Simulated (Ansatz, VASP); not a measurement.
# One calculation of GaP, two programs

```
CELL_PARAMETERS angstrom
0.00000 2.72541 2.72541
2.72541 0.00000 2.72541
2.72541 2.72541 0.00000
ATOMIC_POSITIONS crystal
Ga 0.00000 0.00000 0.00000
P 0.25000 0.25000 0.25000
```

Alike in both runs: task single point; functional PBE0; k mesh 6 × 6 × 6; no spin polarisation.

```csv
,VASP,Ansatz
version,VASP 6.6.1,Ansatz 0.2.0
potentials or method,"VASP PAW PBE potentials, release 64 (Ga_d, P)","plane waves, PAW"
plane-wave cutoff (eV),520,420
occupations,"gaussian, width 0.01 eV",fixed
valence electrons in the cell,18,18
```

```tsv
	VASP	Ansatz	Ansatz less VASP
gap on the k mesh at the Fermi level (eV)	2.98	2.96	-0.022
pressure (GPa)	0.3	0.5	+0.18
```

Ansatz's warnings: stress exchange threshold loose, stress scf threshold loose.
